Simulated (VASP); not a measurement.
# Ti (Im-3m) in VASP: notebook

Runs on Ti. Level: PBEsol. Tasks: single point.

Program: VASP 6.6.1. These are calculated values, not measurements. Logs are shortened: lines on timing, memory, paths and dates and some standing lists are left out, and cuts for length are marked.

## 1. The cell of the first run

The structure is cubic, space group Im-3m (No. 229). Conventional cell: a = 3.207 Å, b = 3.207 Å, c = 3.207 Å, α = 90.00°, β = 90.00°, γ = 90.00°. Within 3.7 Å of Ti (site symmetry m-3m) lie 14 Ti at 2.78 to 3.21 Å.

## 2. Single point, PBEsol

File INCAR:

```
PREC = Accurate
ENCUT = 520
EDIFF = 1E-6
ISMEAR = -1
SIGMA = 0.08
LREAL = False
LASPH = True
NELM = 60
ALGO = Normal
ISIF = 2
LWAVE = False
LCHARG = False
GGA = PS
NBANDS = 12
```

File KPOINTS:

```
Automatic mesh
0
Gamma
  17 17 17
```

File POSCAR:

```
Ti
1.0
   -1.6033504153      1.6033504153      1.6033504153
    1.6033504153     -1.6033504153      1.6033504153
    1.6033504153      1.6033504153     -1.6033504153
Ti
1
Direct
    0.0000000000      0.0000000000      0.0000000000
```

Potentials or basis: VASP PAW PBE potentials, release 64 (Ti_sv).

Run with:

```sh
> cat potpaw_PBE.64/Ti_sv/POTCAR > POTCAR
> mpirun -np 1 vasp_std > vasp.out
```

OUTCAR:

```text
PREC = Accurate
   ENCUT = 520
   EDIFF = 1E-6
   ISMEAR = -1
   LREAL = False
   LASPH = True
   NELM = 60
   ISIF = 2
   GGA = PS

 ion  position               nearest neighbor table
   1  0.000  0.000  0.000-

  LATTYP: Found a body centered cubic cell.
 ALAT       =     3.2067008306

  Lattice vectors:

 A1 = (  -1.6033504153,   1.6033504153,   1.6033504153)
 A2 = (   1.6033504153,  -1.6033504153,   1.6033504153)
 A3 = (   1.6033504153,   1.6033504153,  -1.6033504153)

Analysis of symmetry for initial positions (statically):
=====================================================================
 Subroutine PRICEL returns:
 Original cell was already a primitive cell.

 Routine SETGRP: Setting up the symmetry group for a
 body centered cubic supercell.

 Subroutine GETGRP returns: Found 48 space group operations
 (whereof 48 operations were pure point group operations)
 out of a pool of 48 trial point group operations.

The static configuration has the point symmetry O_h .

Analysis of symmetry for dynamics (positions and initial velocities):
=====================================================================
 Subroutine PRICEL returns:
 Original cell was already a primitive cell.

 Routine SETGRP: Setting up the symmetry group for a
 body centered cubic supercell.

 Subroutine GETGRP returns: Found 48 space group operations
 (whereof 48 operations were pure point group operations)
 out of a pool of 48 trial point group operations.

The dynamic configuration has the point symmetry O_h .

 Subroutine INISYM returns: Found 48 space group operations
 (whereof 48 operations are pure point group operations),
 and found     1 'primitive' translations

----------------------------------------------------------------------------------------

                                     Primitive cell

  volume of cell :      16.4871

  direct lattice vectors                    reciprocal lattice vectors
    -1.603350415  1.603350415  1.603350415     0.000000000  0.311846989  0.311846989
     1.603350415 -1.603350415  1.603350415     0.311846989  0.000000000  0.311846989
     1.603350415  1.603350415 -1.603350415     0.311846989  0.311846989  0.000000000

  length of vectors
     2.777084382  2.777084382  2.777084382     0.441018242  0.441018242  0.441018242

  position of ions in fractional coordinates (direct lattice)
     0.000000000  0.000000000  0.000000000

  ion indices of the primitive-cell ions
   primitive index   ion index
                 1           1

----------------------------------------------------------------------------------------

 KPOINTS: Automatic mesh

Automatic generation of k-mesh.
 Grid dimensions read from file:
 generate k-points for:   17   17   17

 Generating k-lattice:

  Cartesian coordinates                     Fractional coordinates (reciprocal lattice)
     0.000000000  0.018343941  0.018343941     0.058823529  0.000000000  0.000000000
     0.018343941  0.000000000  0.018343941     0.000000000  0.058823529  0.000000000
     0.018343941  0.018343941  0.000000000     0.000000000  0.000000000  0.058823529

  Length of vectors
     0.025942250  0.025942250  0.025942250

  Shift w.r.t. Gamma in fractional coordinates (k-lattice)
     0.000000000  0.000000000  0.000000000

 Subroutine IBZKPT returns following result:
 ===========================================

 Found    165 irreducible k-points:

 Following reciprocal coordinates:
            Coordinates               Weight
  0.000000  0.000000  0.000000      1.000000
  0.058824  0.000000  0.000000     12.000000
  0.117647  0.000000  0.000000     12.000000
  0.176471  0.000000  0.000000     12.000000
  0.235294  0.000000  0.000000     12.000000
  0.294118  0.000000  0.000000     12.000000
[... 16 lines left out ...]
  0.411765  0.117647  0.000000     48.000000
  0.176471  0.176471  0.000000     24.000000
 [... further k-points ...]
   k-points           NKPTS =    165   k-points in BZ     NKDIM =    165   number of bands    NBANDS=     12
   number of dos      NEDOS =    301   number of ions     NIONS =      1
   total plane-waves  NPLWV =  13824
   dimension x,y,z NGX =    24 NGY =   24 NGZ =   24
   dimension x,y,z NGXF=    48 NGYF=   48 NGZF=   48
   ions per type =               1
   NGX,Y,Z   is equivalent  to a cutoff of  14.37, 14.37, 14.37 a.u.
   NGXF,Y,Z  is equivalent  to a cutoff of  28.73, 28.73, 28.73 a.u.
 SYSTEM =  unknown system
   PREC   = accura    normal or accurate (medium, high low for compatibility)
   ISTART =      0    job   : 0-new  1-cont  2-samecut
   ICHARG =      2    charge: 1-file 2-atom 10-const
   ISPIN  =      1    spin polarized calculation?
   LNONCOLLINEAR =      F non collinear calculations
   LSORBIT =      F    spin-orbit coupling
   LASPH  =      T    aspherical Exc in radial PAW
   ENCUT  =  520.0 eV  38.22 Ry    6.18 a.u.   5.16  5.16  5.16*2*pi/ulx,y,z
   NELM   =     60;   NELMIN=  2; NELMDL= -5     # of ELM steps
   EDIFF  = 0.1E-05   stopping-criterion for ELM
   LREAL  =      F    real-space projection
   EDIFFG = 0.1E-04   stopping-criterion for IOM
   NSW    =      0    number of steps for IOM
   IBRION =     -1    ionic relax: 0-MD 1-quasi-New 2-CG
   NFREE  =      0    steps in history (QN), initial steepest desc. (CG)
   ISIF   =      2    stress and relaxation
   ISYM   =      2    0-nonsym 1-usesym 2-fastsym
   POTIM  = 0.5000    time-step for ionic-motion
   TEBEG  =    0.0;   TEEND  =   0.0 temperature during run
   PSTRESS=    0.0 pullay stress
   NELECT =      12.0000    total number of electrons
   NUPDOWN=      -1.0000    fix difference up-down
   EMIN   =  10.00;   EMAX   =-10.00  energy-range for DOS
   EFERMI =   0.00;   METHOD = LEGACY
   ISMEAR =    -1;   SIGMA  =   0.08  broadening in eV -4-tet -1-fermi 0-gaus
   EFERMI_NEDOS =   21; number of points for ismear=-14 and -15
   IALGO  =     38    algorithm
   IMIX   =      4    mixing-type and parameters
     AMIX     =   0.40;   BMIX     =  1.00
     AMIX_MAG =   1.60;   BMIX_MAG =  1.00
  volume/ion in A,a.u.               =      16.49       111.26
  Fermi-wavevector in a.u.,A,eV,Ry     =   1.472607  2.782823 29.505197  2.168571
  Thomas-Fermi vector in A             =   2.587601
   LORBIT       =      0    0 simple, 1 ext, 2 COOP (PROOUT), +10 PAW based schemes
   GGA     = PS    functional components
   LHFCALC =     F    Hartree Fock is set to
   AEXX    =    0.0000 exact exchange contribution
   IVDW    =     0    specifies the selected vdW correction
   LEPSILON=     F    determine dielectric tensor
   LRPA    =     F    only Hartree local field effects (RPA)
 non-spin polarized calculation
  energy-cutoff  :      520.00
  volume of cell :       16.49
 maximum number of plane-waves:       458
 NGX is ok and might be reduce to    24
   NGX = 11   NGY = 11   NGZ = 11

 number of electron      12.0000001 magnetization

 Free energy of the ion-electron system (eV)
  ---------------------------------------------------
  ext. energy  EPLUGINS =         0.00000000
  ---------------------------------------------------
  free energy    TOTEN  =        -8.25841647 eV

  energy without entropy =       -8.21274523  energy(sigma->0) =       -8.23558085

 E-fermi :   8.5037     XC(G=0): -11.8824

 val. band max:        8.4973522681   @ k =   0.2353   0.2353   0.0000
 cond. band min:       8.5139308343   @ k =  -0.2941  -0.4706   0.0588
 fundamental gap:      0.0165785663
 Fermi energy:         8.5037287888

 k-point     1 :       0.0000    0.0000    0.0000
  band No.  band energies     occupation
      1     -47.6897      2.00000
      2     -23.5734      2.00000
      3     -23.5733      2.00000
      4     -23.5733      2.00000
      5       2.4442      2.00000
      6       9.5358      0.00000
      7       9.5358      0.00000
      8       9.5358      0.00000
      9      11.4255      0.00000
     10      11.4255      0.00000
     11      26.2979      0.00000
     12      26.2979      0.00000

 k-point     2 :       0.0588    0.0000    0.0000
  band No.  band energies     occupation
      1     -47.6842      2.00000
      2     -23.6019      2.00000
      3     -23.5820      2.00000
      4     -23.5736      2.00000
      5       2.5692      2.00000
      6       9.4768      0.00001
      7       9.5199      0.00001
      8       9.6287      0.00000
      9      11.3551      0.00000
     10      11.4288      0.00000
     11      26.1461      0.00000
     12      26.2968      0.00000

 k-point     3 :       0.1176    0.0000    0.0000
  band No.  band energies     occupation
      1     -47.6684      2.00000
      2     -23.6831      2.00000
      3     -23.6067      2.00000
      4     -23.5741      2.00000
      5       2.9333      2.00000
      6       9.3122      0.00008
      7       9.4485      0.00001
      8       9.9014      0.00000
      9      11.2003      0.00000
     10      11.4415      0.00000
     11      25.6338      0.00000
     12      26.1838      0.00000

 k-point     4 :       0.1765    0.0000    0.0000
  band No.  band energies     occupation
      1     -47.6444      2.00000
      2     -23.8047      2.00000
      3     -23.6440      2.00000
      4     -23.5750      2.00000
      5       3.5027      2.00000
      6       9.0735      0.00161
      7       9.2767      0.00013
      8      10.3359      0.00000
      9      11.0885      0.00000
     10      11.4700      0.00000
     11      24.6703      0.00000
     12      25.7346      0.00000

 k-point     5 :       0.2353    0.0000    0.0000
  band No.  band energies     occupation
      1     -47.6152      2.00000
      2     -23.9489      2.00000
      3     -23.6886      2.00000
      4     -23.5762      2.00000
      5       4.2116      2.00000
      6       8.8015      0.04725
      7       9.0324      0.00270
      8      10.8997      0.00000
      9      11.0966      0.00000
     10      11.5198      0.00000
     11      23.2969      0.00000
     12      24.9436      0.00000
[... 228 lines left out ...]
      1     -47.5501      2.00000
      2     -24.2169      2.00000
      3     -23.7974      2.00000
      4     -23.6145      2.00000
      5       5.8312      2.00000
      6       8.2759      1.89038
      7       8.6573      0.25569
      8      11.1742      0.00000
      9      11.8051      0.00000
     10      12.6133      0.00000
     11      20.1890      0.00000
     12      22.7007      0.00000

 k-point    22 :       0.3529    0.1176    0.0000
  band No.  band energies     occupation
      1     -47.5307      2.00000
      2     -24.2963      2.00000
      3     -23.8362      2.00000
      4     -23.6162      2.00000
      5       6.1313      2.00000
      6       8.1468      1.97717
      7       8.9163      0.01145
      8      11.3044      0.00000
      9      11.8887      0.00000
     10      13.2303      0.00000
     11      18.7954      0.00000
     12      22.1789      0.00000

 k-point    23 :       0.4118    0.1176    0.0000
  band No.  band energies     occupation
      1     -47.5204      2.00000
      2     -24.3384      2.00000
      3     -23.8570      2.00000
      4     -23.6171      2.00000
      5       6.2169      2.00000
      6       8.0791      1.99014
      7       9.2031      0.00032
      8      11.3523      0.00000
      9      11.9793      0.00000
     10      13.6312      0.00000
     11      17.9231      0.00000
     12      21.8944      0.00000

 k-point    24 :       0.1765    0.1765    0.0000
  band No.  band energies     occupation
      1     -47.5782      2.00000
      2     -24.0873      2.00000
      3     -23.7400      2.00000
      4     -23.6256      2.00000
      5       5.2168      2.00000
      6       8.4515      1.31544
      7       8.6559      0.25984
      8      10.9407      0.00000
      9      11.7338      0.00000
     10      11.9396      0.00000
     11      22.5638      0.00000
     12      22.8398      0.00000

 [... further k-points ...]

------------------------ aborting loop because EDIFF is reached ----------------------------------------

  FORCE on cell =-STRESS in cart. coord.  units (eV):
  Direction    XX          YY          ZZ          XY          YZ          ZX
  --------------------------------------------------------------------------------------
  -------------------------------------------------------------------------------------
  Total        0.0314051      0.0314051      0.0314051      0.0000000      0.0000000     -0.0000000
  in kB        3.0518684      3.0518684      3.0518684      0.0000000      0.0000000     -0.0000000
  external PRESSURE =       3.0518684 kB  Pullay stress =       0.0000000 kB

 VOLUME and BASIS-vectors are now :
 -----------------------------------------------------------------------------
  energy-cutoff  :      520.00
  volume of cell :       16.49
      direct lattice vectors                 reciprocal lattice vectors
    -1.603350415  1.603350415  1.603350415     0.000000000  0.311846989  0.311846989
     1.603350415 -1.603350415  1.603350415     0.311846989  0.000000000  0.311846989
     1.603350415  1.603350415 -1.603350415     0.311846989  0.311846989  0.000000000

 POSITION                                       TOTAL-FORCE (eV/Angst)
 -----------------------------------------------------------------------------------
      0.00000      0.00000      0.00000        -0.000000     -0.000000     -0.000000
 -----------------------------------------------------------------------------------
    total drift:                               -0.000000      0.000000      0.000000

  FREE ENERGIE OF THE ION-ELECTRON SYSTEM (eV)
  ---------------------------------------------------
  free  energy   TOTEN  =        -8.2584164721 eV

  energy  without entropy=       -8.2127452278  energy(sigma->0) =       -8.23558085
```

Wall time 72 s (1 thread of AMD EPYC 7R13, shared host); peak memory 0.13 GiB.

Results:

- Free energy: -8.2584 eV
- Pressure: 0.3 GPa
- Band gap on the k mesh: zero (band 6 reaches 9.54 eV, above the bottom of band 7 at 7.84 eV)

Levels at points of the mesh, in eV from the Fermi level:
| k point | band 2 | band 3 | band 4 | band 5 | band 6 | band 7 | band 8 | band 9 | band 10 | band 11 |
| --- | --- | --- | --- | --- | --- | --- | --- | --- | --- | --- |
| (0.00, 0.00, 0.00) | -32.08 | -32.08 | -32.08 | -6.06 | 1.03 | 1.03 | 1.03 | 2.92 | 2.92 | 17.79 |

Caveat: the PAW data sets were made with another functional, which shifts forces and pressure a little.

[end of part 1 of 2]
